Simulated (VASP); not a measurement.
Here is a VASP 6.6.1 calculation.

INCAR

```
SYSTEM = P2Se2O
ALGO = Normal ; EDIFF = 1E-6
EDIFFG = -0.04 ; ENCUT = 600
GGA = PE ; IBRION = 2
ISIF = 3 ; ISMEAR = 0
IVDW = 12 ; LASPH = .True.
LCHARG = .False. ; LREAL = .False.
LWAVE = .False. ; NELM = 60
NSW = 90 ; PREC = Accurate
SIGMA = 0.1
```

File KPOINTS:

```
k-points
0
Gamma
  6 6 4
  0 0 0
```

POSCAR

```
P2Se2O
1.0
    4.7124710800      0.0000000000      0.0000000000
   -2.3562355400      4.0811196700      0.0000000000
    0.0000000000      0.0000000000      5.8357560600
P Se O
2 2 1
Direct
    0.0000000000      0.0000000000      0.1741474800
    0.0000000000      0.0000000000      0.8258525200
    0.3333333300      0.6666666700      0.0000000000
    0.6666666700      0.3333333300      0.0000000000
    0.0000000000      0.0000000000      0.5000000000
```

Potentials or basis: VASP PAW PBE potentials, release 64 (P, Se, O).

Launch:

```console
$ cat potpaw_PBE.64/P/POTCAR potpaw_PBE.64/Se/POTCAR potpaw_PBE.64/O/POTCAR > POTCAR
$ mpirun -np 1 vasp_std > vasp.out
```

Problem. What does it give for the relaxed volume?

Solution. 22.03 Å³/atom.

Problem. Predict the dispersion energy per atom.

Solution. -0.248 eV.

Forces in eV/Å, atoms in the order of the input:
```
P    0.000  0.000  0.014
P    0.000  0.000 -0.014
Se   0.000  0.000  0.000
Se   0.000  0.000  0.000
O    0.000  0.000  0.000
```
